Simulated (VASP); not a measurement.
# Tl in VASP: density of states with PBE

Aim: the density of states of Tl with PBE.

All numbers are computed with VASP 6.6.1; they aren't measurements. Logs are shortened: lines on timing, memory, paths and dates and some standing lists are left out, and cuts for length are marked.

### 1 The cell of the first run

The cell holds a sheet with vacuum, 2 atoms: a = 5.264 Å, b = 5.264 Å, c = 23.800 Å, α = 90.00°, β = 90.00°, γ = 120.00°.

### 2 Density of states, PBE

Contents of POSCAR:

```
Tl
1.0
    5.2641264621     -0.0000002714      0.0000000000
   -2.6320629961      4.5588673806      0.0000000000
    0.0000000000      0.0000000000     23.8000000000
Tl
2
Direct
    0.6666666667      0.3333333333      0.2941176471
    0.3333333333      0.6666666667      0.2941176471
```

Contents of INCAR.step1:

```
PREC = Accurate
ENCUT = 520
EDIFF = 1E-6
ISMEAR = 0
SIGMA = 0.01
LREAL = False
LASPH = True
NELM = 80
ALGO = Normal
ISIF = 2
LWAVE = False
LCHARG = True
LDIPOL = True
IDIPOL = 3
DIPOL = 0.5 0.5 0.294
GGA = PE
NBANDS = 20
```

Contents of KPOINTS.step1:

```
Automatic mesh
0
Gamma
  12 12 1
```

Contents of INCAR.step2:

```
PREC = Accurate
ENCUT = 520
EDIFF = 1E-6
ISMEAR = -5
SIGMA = 0.01
LREAL = False
LASPH = True
NELM = 80
ALGO = Normal
ISIF = 2
LWAVE = False
LCHARG = False
LDIPOL = True
IDIPOL = 3
DIPOL = 0.5 0.5 0.294
GGA = PE
LORBIT = 10
NEDOS = 1001
ICHARG = 11
```

Contents of KPOINTS.step2:

```
Automatic mesh
0
Gamma
  18 18 1
```

Potentials or basis: VASP PAW PBE potentials, release 64 (Tl_d).

Launch:

```bash
> cat potpaw_PBE.64/Tl_d/POTCAR > POTCAR
> cp INCAR.step1 INCAR
> cp KPOINTS.step1 KPOINTS
> mpirun -np 1 vasp_std > vasp.out
> cp INCAR.step2 INCAR
> cp KPOINTS.step2 KPOINTS
> mpirun -np 1 vasp_std > vasp.out
```

OUTCAR:

```text
PREC = Accurate
   ENCUT = 520
   EDIFF = 1E-6
   ISMEAR = -5
   LREAL = False
   LASPH = True
   NELM = 80
   ISIF = 2
   GGA = PE
   LORBIT = 10
   ICHARG = 11

 ion  position               nearest neighbor table
   1  0.667  0.333  0.294-   2 3.04   2 3.04   2 3.04
   2  0.333  0.667  0.294-   1 3.04   1 3.04   1 3.04

  LATTYP: Found a hexagonal cell.
 ALAT       =     5.2641264621
 C/A-ratio  =     4.5211679794

  Lattice vectors:

 A1 = (   5.2641264621,  -0.0000002714,   0.0000000000)
 A2 = (  -2.6320629961,   4.5588673806,   0.0000000000)
 A3 = (   0.0000000000,   0.0000000000,  23.8000000000)

Analysis of symmetry for initial positions (statically):
=====================================================================
 Subroutine PRICEL returns:
 Original cell was already a primitive cell.

 Routine SETGRP: Setting up the symmetry group for a
 hexagonal supercell.

 Subroutine GETGRP returns: Found 24 space group operations
 (whereof 12 operations were pure point group operations)
 out of a pool of 24 trial point group operations.

The static configuration has the point symmetry C_6v.
 The point group associated with its full space group is D_6h.

Analysis of symmetry for dynamics (positions and initial velocities):
=====================================================================
 Subroutine PRICEL returns:
 Original cell was already a primitive cell.

 Routine SETGRP: Setting up the symmetry group for a
 hexagonal supercell.

 Subroutine GETGRP returns: Found 24 space group operations
 (whereof 12 operations were pure point group operations)
 out of a pool of 24 trial point group operations.

The dynamic configuration has the point symmetry C_6v.
 The point group associated with its full space group is D_6h.

 Subroutine INISYM returns: Found 24 space group operations
 (whereof 12 operations are pure point group operations),
 and found     1 'primitive' translations

----------------------------------------------------------------------------------------

                                     Primitive cell

  volume of cell :     571.1632

  direct lattice vectors                    reciprocal lattice vectors
     5.264126462 -0.000000271  0.000000000     0.189965047  0.109676358  0.000000000
    -2.632062996  4.558867381  0.000000000     0.000000011  0.219352735  0.000000000
     0.000000000  0.000000000 23.800000000     0.000000000  0.000000000  0.042016807

  length of vectors
     5.264126462  5.264126462 23.800000000     0.219352735  0.219352735  0.042016807

  position of ions in fractional coordinates (direct lattice)
     0.666666667  0.333333333  0.294117647
     0.333333333  0.666666667  0.294117647

  ion indices of the primitive-cell ions
   primitive index   ion index
                 1           1
                 2           2

----------------------------------------------------------------------------------------

 KPOINTS: Automatic mesh

Automatic generation of k-mesh.
 Grid dimensions read from file:
 generate k-points for:   18   18    1

 Generating k-lattice:

  Cartesian coordinates                     Fractional coordinates (reciprocal lattice)
     0.010553614  0.006093131  0.000000000     0.055555556  0.000000000  0.000000000
     0.000000001  0.012186263  0.000000000     0.000000000  0.055555556  0.000000000
     0.000000000  0.000000000  0.042016807     0.000000000  0.000000000  1.000000000

  Length of vectors
     0.012186263  0.012186263  0.042016807

  Shift w.r.t. Gamma in fractional coordinates (k-lattice)
     0.000000000  0.000000000  0.000000000

 TETIRR: Found    169 inequivalent tetrahedra from     1944

 Subroutine IBZKPT returns following result:
 ===========================================

 Found     37 irreducible k-points:

 Following reciprocal coordinates:
            Coordinates               Weight
  0.000000  0.000000  0.000000      1.000000
  0.055556  0.000000  0.000000      6.000000
  0.111111  0.000000  0.000000      6.000000
  0.166667 -0.000000  0.000000      6.000000
  0.222222 -0.000000  0.000000      6.000000
  0.277778  0.000000  0.000000      6.000000
[... 16 lines left out ...]
  0.333333  0.111111  0.000000     12.000000
  0.388889  0.111111  0.000000     12.000000
 [... further k-points ...]
   k-points           NKPTS =     37   k-points in BZ     NKDIM =     37   number of bands    NBANDS=     17
   number of dos      NEDOS =   1001   number of ions     NIONS =      2
   total plane-waves  NPLWV = 288000
   dimension x,y,z NGX =    40 NGY =   40 NGZ =  180
   dimension x,y,z NGXF=    80 NGYF=   80 NGZF=  360
   ions per type =               2
   NGX,Y,Z   is equivalent  to a cutoff of  12.63, 12.63, 12.57 a.u.
   NGXF,Y,Z  is equivalent  to a cutoff of  25.26, 25.26, 25.15 a.u.
 SYSTEM =  unknown system
   PREC   = accura    normal or accurate (medium, high low for compatibility)
   ISTART =      0    job   : 0-new  1-cont  2-samecut
   ICHARG =     11    charge: 1-file 2-atom 10-const
   ISPIN  =      1    spin polarized calculation?
   LNONCOLLINEAR =      F non collinear calculations
   LSORBIT =      F    spin-orbit coupling
   LASPH  =      T    aspherical Exc in radial PAW
   ENCUT  =  520.0 eV  38.22 Ry    6.18 a.u.   9.79  9.79 44.25*2*pi/ulx,y,z
   NELM   =     80;   NELMIN=  2; NELMDL=  0     # of ELM steps
   EDIFF  = 0.1E-05   stopping-criterion for ELM
   LREAL  =      F    real-space projection
   EDIFFG = 0.1E-04   stopping-criterion for IOM
   NSW    =      0    number of steps for IOM
   IBRION =     -1    ionic relax: 0-MD 1-quasi-New 2-CG
   NFREE  =      0    steps in history (QN), initial steepest desc. (CG)
   ISIF   =      2    stress and relaxation
   ISYM   =      2    0-nonsym 1-usesym 2-fastsym
   POTIM  = 0.5000    time-step for ionic-motion
   TEBEG  =    0.0;   TEEND  =   0.0 temperature during run
   PSTRESS=    0.0 pullay stress
   NELECT =      26.0000    total number of electrons
   NUPDOWN=      -1.0000    fix difference up-down
   EMIN   =  10.00;   EMAX   =-10.00  energy-range for DOS
   EFERMI =   0.00;   METHOD = LEGACY
   ISMEAR =    -5;   SIGMA  =   0.01  broadening in eV -4-tet -1-fermi 0-gaus
   EFERMI_NEDOS =   21; number of points for ismear=-14 and -15
   IALGO  =     38    algorithm
   IMIX   =      4    mixing-type and parameters
     AMIX     =   0.40;   BMIX     =  1.00
     AMIX_MAG =   1.60;   BMIX_MAG =  1.00
  volume/ion in A,a.u.               =     285.58      1927.20
  Fermi-wavevector in a.u.,A,eV,Ry     =   0.584538  1.104616  4.648898  0.341684
  Thomas-Fermi vector in A             =   1.630272
   LORBIT       =     10    0 simple, 1 ext, 2 COOP (PROOUT), +10 PAW based schemes
   GGA     = PE    functional components
   LHFCALC =     F    Hartree Fock is set to
   AEXX    =    0.0000 exact exchange contribution
   IVDW    =     0    specifies the selected vdW correction
   LEPSILON=     F    determine dielectric tensor
   LRPA    =     F    only Hartree local field effects (RPA)
 non-spin polarized calculation
 Fermi weights with tetrahedron method with Bloechl corrections
  energy-cutoff  :      520.00
  volume of cell :      571.16
 maximum number of plane-waves:     15423
 NGX is ok and might be reduce to    40

 number of electron      26.0000001 magnetization

 dipolmoment           0.000000      0.000000     -0.000218 electrons x Angstroem

 Free energy of the ion-electron system (eV)
  ---------------------------------------------------
  ext. energy  EPLUGINS =         0.00000000
  ---------------------------------------------------
  free energy    TOTEN  =        -3.27244253 eV

  energy without entropy =       -3.27244253  energy(sigma->0) =       -3.27244253

 E-fermi :  -2.4783     XC(G=0):  -1.7183

 val. band max:       -2.4814596269   @ k =   0.2778   0.0000   0.0000
 cond. band min:      -2.4457996823   @ k =   0.1667   0.1111   0.0000
 fundamental gap:      0.0356599446
 Fermi energy:        -2.4782891284

 k-point     1 :       0.0000    0.0000    0.0000
  band No.  band energies     occupation
      1     -14.4897      2.00000
      2     -14.3061      2.00000
      3     -14.3060      2.00000
      4     -14.2847      2.00000
      5     -14.2847      2.00000
      6     -13.9811      2.00000
[... 9 lines left out ...]
     16       0.3008      0.00000
     17       0.9370      0.00000

 k-point     2 :       0.0556    0.0000    0.0000
  band No.  band energies     occupation
      1     -14.4893      2.00000
      2     -14.3071      2.00000
      3     -14.3045      2.00000
      4     -14.2964      2.00000
      5     -14.2952      2.00000
      6     -13.9792      2.00000
[... 9 lines left out ...]
     16       0.3172      0.00000
     17       0.9588      0.00000

 k-point     3 :       0.1111    0.0000    0.0000
  band No.  band energies     occupation
      1     -14.4888      2.00000
      2     -14.3257      2.00000
      3     -14.3211      2.00000
      4     -14.3102      2.00000
      5     -14.2999      2.00000
      6     -13.9852      2.00000
[... 392 lines left out ...]
 k-point    23 :       0.3333    0.1111    0.0000
  band No.  band energies     occupation
      1     -14.5580      2.00000
      2     -14.4620      2.00000
      3     -14.4101      2.00000
      4     -14.3407      2.00000
      5     -14.2375      2.00000
      6     -14.0604      2.00000
[... 9 lines left out ...]
     16      -0.1219      0.00000
     17       1.4849      0.00000

 k-point    24 :       0.3889    0.1111    0.0000
  band No.  band energies     occupation
      1     -14.5700      2.00000
      2     -14.4717      2.00000
      3     -14.4089      2.00000
      4     -14.3436      2.00000
      5     -14.2279      2.00000
      6     -14.0713      2.00000
[... 9 lines left out ...]
     16      -0.4188      0.00000
     17       1.8226      0.00000

 [... further k-points ...]

------------------------ aborting loop because EDIFF is reached ----------------------------------------

 vacuum level on the upper side and lower side of the slab       (xc-potential included)        -0.011        -0.009

  FORCE on cell =-STRESS in cart. coord.  units (eV):
  Direction    XX          YY          ZZ          XY          YZ          ZX
  --------------------------------------------------------------------------------------
  -------------------------------------------------------------------------------------
  Total       -0.0410917     -0.0410917     -0.7698813      0.0000000      0.0000000     -0.0000000
  in kB       -0.1152667     -0.1152667     -2.1596042      0.0000000      0.0000000     -0.0000000
  external PRESSURE =      -0.7967126 kB  Pullay stress =       0.0000000 kB

 VOLUME and BASIS-vectors are now :
 -----------------------------------------------------------------------------
  energy-cutoff  :      520.00
  volume of cell :      571.16
      direct lattice vectors                 reciprocal lattice vectors
     5.264126462 -0.000000271  0.000000000     0.189965047  0.109676358  0.000000000
    -2.632062996  4.558867381  0.000000000     0.000000011  0.219352735  0.000000000
     0.000000000  0.000000000 23.800000000     0.000000000  0.000000000  0.042016807

 POSITION                                       TOTAL-FORCE (eV/Angst)
 -----------------------------------------------------------------------------------
      2.63206      1.51962      7.00000         0.000000     -0.000000      0.000000
      0.00000      3.03924      7.00000        -0.000000      0.000000     -0.000000
 -----------------------------------------------------------------------------------
    total drift:                               -0.000000     -0.000000     -0.034894

  FREE ENERGIE OF THE ION-ELECTRON SYSTEM (eV)
  ---------------------------------------------------
  free  energy   TOTEN  =        -3.2724425298 eV

  energy  without entropy=       -3.2724425298  energy(sigma->0) =       -3.27244253

 vacuum level on the upper side and lower side of the slab         1.034         1.036

 total charge

# of ion       s       p       d       tot
------------------------------------------
    1        1.182   0.390   9.629  11.202
    2        1.182   0.390   9.629  11.202
--------------------------------------------------
tot          2.364   0.781  19.259  22.404
```

Wall time 5 min (1 thread of Intel Xeon 6975P-C (Granite Rapids), shared host); peak memory 0.73 GiB.

Results:

```yaml
Valence_electrons_inside_the_program's_atomic_spheres: Tl 11.20
```

Caveat: spin-orbit coupling is left out, which moves the levels of the heavy elements.
